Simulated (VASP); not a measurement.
Wanted: the native input for a VASP 6.6.1 run.

| Quantity | Value |
| --- | --- |
| Task | single point |
| Functional | PBE |
| Potentials or basis | VASP PAW PBE potentials, release 64 (Bi_d, P) |
| Cutoff | 520 eV |
| k mesh | 12 × 12 × 6 |
| Occupations | gaussian, width 0.1 eV |
| Spin | no spin polarisation |
| Dipole correction | no |
| Further INCAR settings | ALGO = Normal; EDIFF = 1e-07; NBANDS = 30 |

The structure of Bi2P3 lies in POSCAR:

```
Bi2P3
1.0
    4.9336107696      0.0000000000      0.0000000000
   -2.4668053848      4.2726322588      0.0000000000
    0.0000000000      0.0000000000      6.2131575314
Bi P
2 3
Direct
    0.0000000000      0.0000000000      0.0000000000
    0.0000000000      0.0000000000      0.5000000000
    0.6666666667      0.3333333333      0.1841628686
    0.6666666667      0.3333333333      0.8158371314
    0.3333333333      0.6666666667      0.0000000000
```

The cell was generated, and may not be a known phase.

These files were run (other wordings do the same):

INCAR

```
PREC = Accurate
ENCUT = 520
EDIFF = 1E-7
ISMEAR = 0
SIGMA = 0.1
LREAL = F
LASPH = T
NELM = 100
ALGO = Normal
ISIF = 2
LWAVE = F
LCHARG = T
GGA = PE
LELF = T
LVHAR = T
NBANDS = 30
```

KPOINTS

```
Automatic mesh
0
Gamma
  12 12 6
```

Potentials or basis: VASP PAW PBE potentials, release 64 (Bi_d, P).

Launch:

```bash
$ cat potpaw_PBE.64/Bi_d/POTCAR potpaw_PBE.64/P/POTCAR > POTCAR
$ mpirun -np 1 vasp_std > vasp.out
```

It gave:

```
Pressure               : -0.1 GPa
Largest force          : 0.036 eV/Å
Band gap on the k mesh : zero (an odd number of electrons rules out a gap without spin polarisation)
```

Caveat: spin-orbit coupling is left out, which moves the levels of the heavy elements.

It took 2.9 min on 1 thread of AMD EPYC 9R45 96-Core Processor (Zen 5), on a shared host, peak memory 0.38 GiB.
